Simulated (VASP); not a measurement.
# Mo (Im-3m) in VASP: notebook

Mo is run at these levels: PBEsol; tasks: single point, relaxation of cell and atoms.

Program: VASP 6.6.1. These are calculated values, not measurements. Logs are shortened: lines on timing, memory, paths and dates and some standing lists are left out, and cuts for length are marked.

### 1 The cell of the first run

The structure is cubic, space group Im-3m (No. 229). The conventional cell has a = 3.127 Å, b = 3.127 Å, c = 3.127 Å, α = 90.00°, β = 90.00°, γ = 90.00°. Mo (site symmetry m-3m) has 14 Mo at 2.71 to 3.13 Å within 3.6 Å.

### 2 Single point, PBEsol

The input, INCAR:

```
ALGO = Normal
EDIFF = 1E-6
ENCUT = 520
GGA = PS
ISIF = 2
ISMEAR = 0
LASPH = True
LCHARG = True
LELF = True
LREAL = False
LVHAR = True
LWAVE = False
NBANDS = 13
NELM = 100
PREC = Accurate
SIGMA = 0.1
```

The input, KPOINTS:

```
k-points
0
Gamma
  10 10 10
```

The input, POSCAR:

```
Mo
1.0
   -1.5636303728      1.5636303728      1.5636303728
    1.5636303728     -1.5636303728      1.5636303728
    1.5636303728      1.5636303728     -1.5636303728
Mo
1
Direct
    0.0000000000      0.0000000000      0.0000000000
```

Potentials or basis: VASP PAW PBE potentials, release 64 (Mo_sv).

Command:

```console
> cat potpaw_PBE.64/Mo_sv/POTCAR > POTCAR
> mpirun -np 1 vasp_std > vasp.out
```

OUTCAR:

```text
EDIFF = 1E-6
   ENCUT = 520
   GGA = PS
   ISIF = 2
   ISMEAR = 0
   LASPH = True
   LREAL = False
   NELM = 100
   PREC = Accurate

 ion  position               nearest neighbor table
   1  0.000  0.000  0.000-

  LATTYP: Found a body centered cubic cell.
 ALAT       =     3.1272607456

  Lattice vectors:

 A1 = (  -1.5636303728,   1.5636303728,   1.5636303728)
 A2 = (   1.5636303728,  -1.5636303728,   1.5636303728)
 A3 = (   1.5636303728,   1.5636303728,  -1.5636303728)

Analysis of symmetry for initial positions (statically):
=====================================================================
 Subroutine PRICEL returns:
 Original cell was already a primitive cell.

 Routine SETGRP: Setting up the symmetry group for a
 body centered cubic supercell.

 Subroutine GETGRP returns: Found 48 space group operations
 (whereof 48 operations were pure point group operations)
 out of a pool of 48 trial point group operations.

The static configuration has the point symmetry O_h .

Analysis of symmetry for dynamics (positions and initial velocities):
=====================================================================
 Subroutine PRICEL returns:
 Original cell was already a primitive cell.

 Routine SETGRP: Setting up the symmetry group for a
 body centered cubic supercell.

 Subroutine GETGRP returns: Found 48 space group operations
 (whereof 48 operations were pure point group operations)
 out of a pool of 48 trial point group operations.

The dynamic configuration has the point symmetry O_h .

 Subroutine INISYM returns: Found 48 space group operations
 (whereof 48 operations are pure point group operations),
 and found     1 'primitive' translations

----------------------------------------------------------------------------------------

                                     Primitive cell

  volume of cell :      15.2919

  direct lattice vectors                    reciprocal lattice vectors
    -1.563630373  1.563630373  1.563630373     0.000000000  0.319768667  0.319768667
     1.563630373 -1.563630373  1.563630373     0.319768667  0.000000000  0.319768667
     1.563630373  1.563630373 -1.563630373     0.319768667  0.319768667  0.000000000

  length of vectors
     2.708287250  2.708287250  2.708287250     0.452221186  0.452221186  0.452221186

  position of ions in fractional coordinates (direct lattice)
     0.000000000  0.000000000  0.000000000

[... 76 lines left out ...]
   LREAL  =      F    real-space projection
   EDIFFG = 0.1E-04   stopping-criterion for IOM
   NSW    =      0    number of steps for IOM
   IBRION =     -1    ionic relax: 0-MD 1-quasi-New 2-CG
   NFREE  =      0    steps in history (QN), initial steepest desc. (CG)
   ISIF   =      2    stress and relaxation
   ISYM   =      2    0-nonsym 1-usesym 2-fastsym
   POTIM  = 0.5000    time-step for ionic-motion
   TEBEG  =    0.0;   TEEND  =   0.0 temperature during run
   PSTRESS=    0.0 pullay stress
   NELECT =      14.0000    total number of electrons
   NUPDOWN=      -1.0000    fix difference up-down
   EMIN   =  10.00;   EMAX   =-10.00  energy-range for DOS
   EFERMI =   0.00;   METHOD = LEGACY
   ISMEAR =     0;   SIGMA  =   0.10  broadening in eV -4-tet -1-fermi 0-gaus
   EFERMI_NEDOS =   21; number of points for ismear=-14 and -15
   IALGO  =     38    algorithm
   IMIX   =      4    mixing-type and parameters
     AMIX     =   0.40;   BMIX     =  1.00
     AMIX_MAG =   1.60;   BMIX_MAG =  1.00
  volume/ion in A,a.u.               =      15.29       103.20
  Fermi-wavevector in a.u.,A,eV,Ry     =   1.589633  3.003970 34.380992  2.526932
  Thomas-Fermi vector in A             =   2.688452
   LORBIT       =      0    0 simple, 1 ext, 2 COOP (PROOUT), +10 PAW based schemes
   GGA     = PS    functional components
   LHFCALC =     F    Hartree Fock is set to
   AEXX    =    0.0000 exact exchange contribution
   IVDW    =     0    specifies the selected vdW correction
   LEPSILON=     F    determine dielectric tensor
   LRPA    =     F    only Hartree local field effects (RPA)
 non-spin polarized calculation
 Gauss-broadening in eV      SIGMA  =   0.10
  energy-cutoff  :      520.00
  volume of cell :       15.29
 maximum number of plane-waves:       420
   NGX =  9   NGY =  9   NGZ =  9

 number of electron      13.9999997 magnetization

 Free energy of the ion-electron system (eV)
  ---------------------------------------------------
  ext. energy  EPLUGINS =         0.00000000
  ---------------------------------------------------
  free energy    TOTEN  =       -11.76516049 eV

  energy without entropy =      -11.76047930  energy(sigma->0) =      -11.76281990

 E-fermi :  12.9424     XC(G=0): -13.6497

 val. band max:       12.9271040982   @ k =  -0.2000   0.2000   0.1000
 cond. band min:      12.9516014782   @ k =  -0.2000   0.2000   0.2000
 fundamental gap:      0.0244973800
 Fermi energy:        12.9423713134

 k-point     1 :       0.0000    0.0000    0.0000
  band No.  band energies     occupation
      1     -48.3486      2.00000
      2     -21.5847      2.00000
      3     -21.5847      2.00000
      4     -21.5847      2.00000
      5       5.4642      2.00000
      6      11.4253      2.00000
      7      11.4253      2.00000
      8      11.4253      2.00000
      9      14.5239      0.00000
     10      14.5239      0.00000
     11      27.6596      0.00000
     12      27.6596      0.00000
     13      27.6596      0.00000
[... 354 lines left out ...]
  band No.  band energies     occupation
      1     -48.1371      2.00000
      2     -22.5783      2.00000
      3     -21.9562      2.00000
      4     -21.7059      2.00000
      5       8.0719      2.00000
      6      10.3674      2.00000
      7      11.1069      2.00000
      8      13.3726      0.00000
      9      14.7547      0.00000
     10      15.5816      0.00000
     11      27.2020      0.00000
     12      28.9379      0.00000
     13      33.0549      0.00000

 [... further k-points ...]
[... 5 lines left out ...]
  --------------------------------------------------------------------------------------
  -------------------------------------------------------------------------------------
  Total        0.0537350      0.0537350      0.0537350     -0.0000000     -0.0000000      0.0000000
  in kB        5.6299661      5.6299661      5.6299661     -0.0000000     -0.0000000      0.0000000
  external PRESSURE =       5.6299661 kB  Pullay stress =       0.0000000 kB

 VOLUME and BASIS-vectors are now :
 -----------------------------------------------------------------------------
  energy-cutoff  :      520.00
  volume of cell :       15.29
      direct lattice vectors                 reciprocal lattice vectors
    -1.563630373  1.563630373  1.563630373     0.000000000  0.319768667  0.319768667
     1.563630373 -1.563630373  1.563630373     0.319768667  0.000000000  0.319768667
     1.563630373  1.563630373 -1.563630373     0.319768667  0.319768667  0.000000000

 POSITION                                       TOTAL-FORCE (eV/Angst)
 -----------------------------------------------------------------------------------
      0.00000      0.00000      0.00000        -0.000000     -0.000000      0.000000
 -----------------------------------------------------------------------------------
    total drift:                                0.000000     -0.000000      0.000000

  FREE ENERGIE OF THE ION-ELECTRON SYSTEM (eV)
  ---------------------------------------------------
  free  energy   TOTEN  =       -11.7651604940 eV

  energy  without entropy=      -11.7604793014  energy(sigma->0) =      -11.76281990
```

OSZICAR:

```text
N       E                     dE             d eps       ncg     rms          rms(c)
DAV:   1     0.868568525878E+02    0.86857E+02   -0.80476E+03  1262   0.110E+03
DAV:   2    -0.114541565183E+02   -0.98311E+02   -0.95128E+02  1422   0.307E+02
DAV:   3    -0.125172552169E+02   -0.10631E+01   -0.10607E+01  1342   0.314E+01
DAV:   4    -0.125195741582E+02   -0.23189E-02   -0.23189E-02  1392   0.180E+00
DAV:   5    -0.125195894446E+02   -0.15286E-04   -0.15285E-04  1347   0.128E-01    0.167E+01
DAV:   6    -0.118562209594E+02    0.66337E+00   -0.78552E-01  1252   0.109E+01    0.450E+00
DAV:   7    -0.117703975487E+02    0.85823E-01   -0.13678E-01  1337   0.430E+00    0.888E-01
DAV:   8    -0.117651971005E+02    0.52004E-02   -0.42256E-03  1252   0.835E-01    0.155E-01
DAV:   9    -0.117651574393E+02    0.39661E-04   -0.10945E-04  1372   0.128E-01    0.685E-02
DAV:  10    -0.117651602881E+02   -0.28488E-05   -0.10892E-05  1287   0.401E-02    0.341E-03
DAV:  11    -0.117651604940E+02   -0.20584E-06   -0.88088E-08   666   0.356E-03
   1 F= -.11765160E+02 E0= -.11762820E+02  d E =-.468119E-02
```

Run time: 4.4 s. Hardware: 1 thread of Intel Xeon 6975P-C (Granite Rapids), shared host; peak memory 0.12 GiB.

What came out:

```yaml
Free_energy: -11.7652 eV
Pressure: 0.6 GPa
Band_gap_on_the_k_mesh: zero (band 7 reaches 16.98 eV, above the bottom of band 8 at 11.43 eV)
```

Levels at points of the mesh, in eV from the Fermi level:
| k point | band 4 | band 5 | band 6 | band 7 | band 8 | band 9 | band 10 | band 11 |
| --- | --- | --- | --- | --- | --- | --- | --- | --- |
| (0.00, 0.00, 0.00) | -34.53 | -7.48 | -1.52 | -1.52 | -1.52 | 1.58 | 1.58 | 14.72 |
| (0.50, 0.00, 0.00) | -34.54 | -5.60 | -3.63 | 1.57 | 1.63 | 2.28 | 4.84 | 11.85 |
| (0.50, 0.50, 0.50) | -35.57 | -5.76 | -5.76 | 4.04 | 4.04 | 4.04 | 9.07 | 9.07 |

Caveat: the PAW data sets were made with another functional, which shifts forces and pressure a little.

### 3 Relaxation of cell and atoms, PBEsol

This run uses another cell than the first one, of 15.58 Å³/atom, 1.019 times its volume.

The input, INCAR:

```
SYSTEM = Mo
  PREC = Accurate
  ENCUT = 600
  EDIFF = 1E-6
  ISMEAR = 0
  SIGMA = 0.1
  LREAL = .False.
  LASPH = .True.
  NELM = 80
  ALGO = Normal
  ISIF = 3
  LWAVE = .False.
  LCHARG = .False.
  GGA = PS
  IBRION = 2
  NSW = 80
  EDIFFG = -0.01
```

The input, KPOINTS:

```
regular mesh
0
Gamma
  10 10 10
  0 0 0
```

The input, POSCAR:

```
Mo
1.0
   -1.5734150000      1.5734150000      1.5734150000
    1.5734150000     -1.5734150000      1.5734150000
    1.5734150000      1.5734150000     -1.5734150000
Mo
1
Direct
    0.0000000000      0.0000000000      0.0000000000
```

Potentials or basis: VASP PAW PBE potentials, release 64 (Mo_sv).

Command:

```console
> cat potpaw_PBE.64/Mo_sv/POTCAR > POTCAR
> mpirun -np 1 vasp_std > vasp.out
```

It took 11 s on 1 thread of Intel Xeon 6975P-C (Granite Rapids), shared host; peak memory 0.15 GiB.

It converged, with:

* Free energy: -11.7657 eV
* Relaxed volume: 15.32 Å³/atom
* Relaxed cell: a = 2.710 Å, b = 2.710 Å, c = 2.710 Å, α = 109.47°, β = 109.47°, γ = 109.47°
* Space group after relaxing (to 0.05 Å): Im-3m (No. 229)
* Energy gained by relaxing: 3.8 meV/atom
* Ionic steps: 3
* Pressure after relaxing: -0.1 GPa
* Band gap on the k mesh: zero (band 7 reaches 16.93 eV, above the bottom of band 8 at 11.40 eV)

The path:
```tsv
step	energy change (eV)	largest force (eV/Å)	pressure (GPa)	volume (Å³)
1	0.0000	0.0000	-4.55	15.58
2	0.0277	0.0000	14.72	14.60
3	-0.0038	0.0000	-0.09	15.32
```

Final structure:
```xyz
1
Lattice="-1.5647 1.5647 1.5647 1.5647 -1.5647 1.5647 1.5647 1.5647 -1.5647" Properties=species:S:1:pos:R:3 pbc="T T T"
Mo    0.0000    0.0000    0.0000
```

Levels at points of the mesh, in eV from the Fermi level:
| k point | band 3 | band 4 | band 5 | band 6 | band 7 | band 8 | band 9 | band 10 | band 11 |
| --- | --- | --- | --- | --- | --- | --- | --- | --- | --- |
| (0.00, 0.00, 0.00) | -34.53 | -34.53 | -7.47 | -1.51 | -1.51 | -1.51 | 1.58 | 1.58 | 14.72 |
| (0.50, 0.00, 0.00) | -35.01 | -34.55 | -5.59 | -3.62 | 1.56 | 1.63 | 2.27 | 4.82 | 11.85 |
| (0.50, 0.50, 0.50) | -35.56 | -35.56 | -5.74 | -5.74 | 4.02 | 4.02 | 4.02 | 9.06 | 9.06 |

Caveat: the PAW data sets were made with another functional, which shifts forces and pressure a little.
